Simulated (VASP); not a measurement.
A run of VASP 6.6.1:

The input INCAR:

```
PREC = Accurate ; ENCUT = 500
EDIFF = 1E-6 ; ISMEAR = 0
SIGMA = 0.15 ; LREAL = F
LASPH = T ; NELM = 120
ALGO = Normal ; ISIF = 2
LWAVE = F ; LCHARG = F
GGA = CA ; NBANDS = 16
GGA_COMPAT = F
```

File KPOINTS:

```
regular mesh
0
Gamma
  14 14 14
```

The input POSCAR:

```
InAs
1.0
    0.0000000000      2.8243387318      2.8243387318
    2.8243387318      0.0000000000      2.8243387318
    2.8243387318      2.8243387318      0.0000000000
In As
1 1
Direct
    0.4888182119      0.5111817881      0.5111817881
    0.0171361882     -0.0171361882     -0.0171361882
```

Potentials or basis: VASP PAW LDA potentials, release 64 (In_d, As).

The run is started by

```sh
$ cat potpaw_LDA.64/In_d/POTCAR potpaw_LDA.64/As/POTCAR > POTCAR
$ mpirun -np 1 vasp_std > vasp.out
```

Hardware: 1 thread of Intel Xeon 6975P-C, with other jobs on the host.

Q: Estimate the wall time of this run.

A: It took 2.3 min on 1 thread of Intel Xeon 6975P-C, on a shared host, peak memory 0.29 GiB. Counts: scf iterations 11, k points 244.
